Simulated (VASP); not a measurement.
# HoAuF4 (P-1) in VASP: further runs, part 2 of 2

VASP 6.6.1. The steps go on from the part before.

## (4) Single point, PBE

This run uses another cell than the first one: it holds 12 atoms, not 6.

Input file INCAR:

```
SYSTEM = HoAuF4
ALGO = Normal ; EDIFF = 1E-6
ENCUT = 600 ; GGA = PE
GGA_COMPAT = .False. ; ISIF = 2
ISMEAR = 0 ; LASPH = .True.
LCHARG = .False. ; LMAXMIX = 6
LREAL = .False. ; LWAVE = .False.
NBANDS = 60 ; NELM = 200
PREC = Accurate ; SIGMA = 0.1
```

Input file KPOINTS:

```
k-points
0
Gamma
  4 4 1
  0 0 0
```

Input file POSCAR:

```
HoAuF4
1.0
   -4.3194514665     -0.0065108278     -0.2685941548
    0.0109447097     -4.3171932772     -0.3048866911
   -2.7513291806     -3.1085286370     15.9201708714
Ho Au F
2 2 8
Direct
    0.5000000000      0.0000000000      0.5000000000
    0.5000000000      0.0000000000      1.0000000000
    0.5000000000      1.0000000000      0.2500000000
    0.5000000000      1.0000000000      0.7500000000
    0.0000000000      0.0000000000      0.0000000000
    0.0000000000      1.0000000000      0.5000000000
    0.5000000000      0.5000000000      1.0000000000
    0.5000000000      0.5000000000      0.5000000000
    0.4433556786      0.9366206823      0.1331405237
    0.4433556786      0.9366206823      0.6331405238
    0.5566443214      0.0633793177      0.3668594762
    0.5566443214      0.0633793177      0.8668594762
```

On the command line:

```
$ cat potpaw_PBE.64/Ho_3/POTCAR potpaw_PBE.64/Au/POTCAR potpaw_PBE.64/F/POTCAR > POTCAR
$ mpirun -np 1 vasp_std > vasp.out
```

It took 2.6 min on 1 thread of Intel Xeon 6975P-C (Granite Rapids), shared host; peak memory 0.54 GiB.

Results (log left out):

```
Free energy            : -64.5847 eV
Pressure               : 0.5 GPa
Largest force          : 0.095 eV/Å
Band gap on the k mesh : 2.76 eV
```

Forces on the atoms (eV/Å):
```
Ho   0.000  0.000  0.000
Ho   0.000  0.000  0.000
Au   0.000  0.000  0.000
Au   0.000  0.000  0.000
F    0.000  0.000  0.000
F    0.000  0.000  0.000
F    0.000  0.000  0.000
F    0.000  0.000  0.000
F    0.001  0.001  0.095
F    0.001  0.001  0.095
F   -0.001 -0.001 -0.095
F   -0.001 -0.001 -0.095
```

Stress tensor (GPa, compression positive):
```
 0.40  0.00 -0.04
 0.00  0.41 -0.05
-0.04 -0.05  0.59
```

Levels at points of the mesh, in eV from the valence-band top:
| k point | band 46 | band 47 | band 48 | band 49 | band 50 | band 51 |
| --- | --- | --- | --- | --- | --- | --- |
| (0.00, 0.00, 0.00) | -0.65 | -0.59 | -0.58 | 2.76 | 3.38 | 4.92 |
| (0.50, 0.00, 0.00) | -0.58 | -0.34 | -0.29 | 3.56 | 4.10 | 4.90 |
| (0.00, 0.50, 0.00) | -0.58 | -0.35 | -0.30 | 3.56 | 4.10 | 4.92 |
| (0.50, 0.50, 0.00) | -0.58 | -0.09 | 0.00 | 4.33 | 4.83 | 6.02 |

Caveat: spin-orbit coupling is left out, which moves the levels of the heavy elements; an odd mesh through Γ misses points on the zone boundary, where band edges can lie; the 4f electrons are frozen in the core, so they carry no moment and show no levels. Spin polarisation is off, so any magnetic state and its effect on volume and gap are missing.

## (5) Single point, PBE (24.59 Å³/atom)

This run uses another cell than the first one, of 24.59 Å³/atom.

Input file INCAR:

```
PREC = Accurate
ENCUT = 600
EDIFF = 1E-6
ISMEAR = 0
SIGMA = 0.02
LREAL = False
LASPH = True
NELM = 200
ALGO = Normal
ISIF = 2
LWAVE = False
LCHARG = True
GGA = PE
LELF = True
LVHAR = True
NBANDS = 33
GGA_COMPAT = False
LMAXMIX = 6
```

Input file KPOINTS:

```
regular mesh
0
Gamma
  6 6 4
```

Input file POSCAR:

```
HoAuF4
1.0
    4.3197560256      0.0086174055      0.1714667659
   -0.0090000177      4.3193346911      0.1971567825
   -1.5431366856     -1.7409795955      7.7656202783
Ho Au F
1 1 4
Direct
    0.5000000000      0.0000000000      0.0000000000
    0.5000000000      0.0000000000      0.5000000000
    0.0000000000      0.0000000000      0.0000000000
    0.5000000000      0.5000000000      0.0000000000
    0.5809378856      0.0904181480      0.2742751818
    0.4190621144      0.9095818520      0.7257248182
```

Potentials or basis: VASP PAW PBE potentials, release 64 (Ho_3, Au, F), 4f in core.

On the command line:

```
$ cat potpaw_PBE.64/Ho_3/POTCAR potpaw_PBE.64/Au/POTCAR potpaw_PBE.64/F/POTCAR > POTCAR
$ mpirun -np 1 vasp_std > vasp.out
```

OUTCAR:

```text
PREC = Accurate
   ENCUT = 600
   EDIFF = 1E-6
   ISMEAR = 0
   LREAL = False
   LASPH = True
   NELM = 200
   ISIF = 2
   GGA = PE

 ion  position               nearest neighbor table
   1  0.500  0.000  0.000-   3 2.16   3 2.16   4 2.16   4 2.16   5 2.16   6 2.16
   2  0.500  0.000  0.500-   5 2.02   6 2.02
   3  0.000  0.000  0.000-   1 2.16   1 2.16
   4  0.500  0.500  0.000-   1 2.16   1 2.16
   5  0.581  0.090  0.274-   2 2.02   1 2.16
   6  0.419  0.910  0.726-   2 2.02   1 2.16

  LATTYP: Found a triclinic cell.
 ALAT       =     9.7522186285
 B/A-ratio  =     0.4433008024
 C/A-ratio  =     0.4433700175
 COS(alpha) =     0.0017198927
 COS(beta)  =     0.1424593508
 COS(gamma) =     0.5701834433

  Lattice vectors:

 A1 = (  -5.8628927112,  -1.7495970010,   7.5941535124)
 A2 = (  -4.3197560256,  -0.0086174055,  -0.1714667659)
 A3 = (   0.0090000177,  -4.3193346911,  -0.1971567825)

Analysis of symmetry for initial positions (statically):
[... 175 lines left out ...]
  ---------------------------------------------------
  ext. energy  EPLUGINS =         0.00000000
  ---------------------------------------------------
  free energy    TOTEN  =       -32.28969383 eV

  energy without entropy =      -32.28969383  energy(sigma->0) =      -32.28969383

 E-fermi :  -1.7149     XC(G=0):  -7.1930

 val. band max:       -1.8563640427   @ k =   0.5000   0.5000   0.5000
 cond. band min:       0.9289344375   @ k =   0.0000   0.0000   0.0000
 fundamental gap:      2.7852984803
 Fermi energy:        -1.7149443465

 k-point     1 :       0.0000    0.0000    0.0000
  band No.  band energies     occupation
      1     -25.4952      2.00000
      2     -24.4815      2.00000
      3     -24.1849      2.00000
      4     -24.1100      2.00000
      5     -24.0922      2.00000
      6     -24.0873      2.00000
[... 853 lines left out ...]
     32       6.8143      0.00000
     33       7.9081      0.00000

 [... further k-points ...]
[... 5 lines left out ...]
  --------------------------------------------------------------------------------------
  -------------------------------------------------------------------------------------
  Total        0.5449705      0.5482256      0.6421549      0.0190829     -0.0554979     -0.0461884
  in kB        5.9187502      5.9541026      6.9742388      0.2072532     -0.6027450     -0.5016377
  external PRESSURE =       6.2823639 kB  Pullay stress =       0.0000000 kB

 VOLUME and BASIS-vectors are now :
 -----------------------------------------------------------------------------
  energy-cutoff  :      600.00
  volume of cell :      147.52
      direct lattice vectors                 reciprocal lattice vectors
     4.319756026  0.008617405  0.171466766     0.229700062 -0.001588583  0.045288449
    -0.009000018  4.319334691  0.197156782    -0.002477206  0.229189101  0.050889802
    -1.543136686 -1.740979596  7.765620278    -0.005008940 -0.005783671  0.126480723

 POSITION                                       TOTAL-FORCE (eV/Angst)
 -----------------------------------------------------------------------------------
      2.15988      0.00431      0.08573        -0.000000     -0.000000      0.000000
      1.38831     -0.86618      3.96854        -0.000000     -0.000000      0.000000
      0.00000      0.00000      0.00000        -0.000000     -0.000000      0.000000
      2.15538      2.16398      0.18431        -0.000000     -0.000000      0.000000
      2.08545     -0.08196      2.24736         0.006653      0.006941      0.093918
      0.68217      2.66893      5.88689        -0.006653     -0.006941     -0.093918
 -----------------------------------------------------------------------------------
    total drift:                                0.000000      0.000000      0.000000

  FREE ENERGIE OF THE ION-ELECTRON SYSTEM (eV)
  ---------------------------------------------------
  free  energy   TOTEN  =       -32.2896938301 eV

  energy  without entropy=      -32.2896938301  energy(sigma->0) =      -32.28969383
```

OSZICAR:

```text
N       E                     dE             d eps       ncg     rms          rms(c)
DAV:   1     0.589259467694E+03    0.58926E+03   -0.22106E+04  5080   0.149E+03
DAV:   2     0.312464108616E+02   -0.55801E+03   -0.52242E+03  8341   0.446E+02
DAV:   3    -0.345939450149E+02   -0.65840E+02   -0.64858E+02  8022   0.161E+02
DAV:   4    -0.358200556029E+02   -0.12261E+01   -0.12213E+01  7199   0.215E+01
DAV:   5    -0.358539571087E+02   -0.33902E-01   -0.33884E-01  6704   0.338E+00    0.327E+01
DAV:   6    -0.323621539395E+02    0.34918E+01   -0.14264E+01  7632   0.263E+01    0.242E+01
DAV:   7    -0.323035937562E+02    0.58560E-01   -0.62683E-01  6488   0.584E+00    0.112E+01
DAV:   8    -0.322897591008E+02    0.13835E-01   -0.92910E-02  7184   0.284E+00    0.787E-01
DAV:   9    -0.322898530503E+02   -0.93949E-04   -0.20344E-02  6271   0.890E-01    0.284E-01
DAV:  10    -0.322899171228E+02   -0.64072E-04   -0.15945E-03  7896   0.415E-01    0.149E-01
DAV:  11    -0.322897564785E+02    0.16064E-03   -0.99220E-04  7728   0.338E-01    0.807E-02
DAV:  12    -0.322897152937E+02    0.41185E-04   -0.21282E-04  6352   0.106E-01    0.373E-02
DAV:  13    -0.322896966044E+02    0.18689E-04   -0.91678E-05  7944   0.762E-02    0.180E-02
DAV:  14    -0.322896943012E+02    0.23031E-05   -0.26904E-05  7304   0.470E-02    0.677E-03
DAV:  15    -0.322896938301E+02    0.47115E-06   -0.38249E-06  6296   0.159E-02
   1 F= -.32289694E+02 E0= -.32289694E+02  d E =-.151314E-25
```

It took 4.3 min on 1 thread of Intel Xeon 6975P-C (Granite Rapids), shared host; peak memory 0.57 GiB.

What came out:

* Free energy: -32.2897 eV
* Pressure: 0.6 GPa
* Largest force: 0.094 eV/Å
* Band gap on the k mesh: 2.79 eV (least direct gap 3.42 eV)

Forces in eV/Å, atoms in the order of the input:
```
Ho   0.000  0.000  0.000
Au   0.000  0.000  0.000
F    0.000  0.000  0.000
F    0.000  0.000  0.000
F    0.007  0.007  0.094
F   -0.007 -0.007 -0.094
```

Caveat: spin-orbit coupling is left out, which moves the levels of the heavy elements; the 4f electrons are frozen in the core, so they carry no moment and show no levels. Spin polarisation is off, so any magnetic state and its effect on volume and gap are missing.

## (6) The runs side by side

| cell | k mesh | smearing | gap on the mesh (eV) | pressure (GPa) | largest force (eV/Å) |
| --- | --- | --- | --- | --- | --- |
| a = 4.321, b = 4.322, c = 7.861 Å, angles 104.2, 103.0, 90.0°, 6 atoms, atomic positions A | 6 × 6 × 4 | gaussian 0.02 eV | 2.83 | 0.9 | 0.09 |
| a = 4.322, b = 4.323, c = 7.983 Å, angles 102.3, 101.0, 89.9°, 6 atoms, atomic positions B | 6 × 6 × 4 | gaussian 0.02 eV | 2.81 | 0.7 | 0.09 |
| a = 4.328, b = 4.328, c = 16.452 Å, angles 83.1, 83.8, 89.8°, 12 atoms, atomic positions C | 4 × 4 × 1 | gaussian 0.1 eV | 2.76 | 0.5 | 0.09 |
| a = 4.323, b = 4.324, c = 8.107 Å, angles 99.8, 98.8, 89.9°, 6 atoms, atomic positions D | 6 × 6 × 4 | gaussian 0.02 eV | 2.79 | 0.6 | 0.09 |

Alike in all rows: task single point; level PBE; potentials or basis VASP PAW PBE potentials, release 64 (Ho_3, Au, F), 4f in core; no spin polarisation; cutoff (eV) 600.

Caveats: spin-orbit coupling is left out, which moves the levels of the heavy elements; the 4f electrons are frozen in the core, so they carry no moment and show no levels; an odd mesh through Γ misses points on the zone boundary, where band edges can lie (at least some runs).

Total energies depend on the potentials used, so only differences within one code and one set of settings carry meaning.
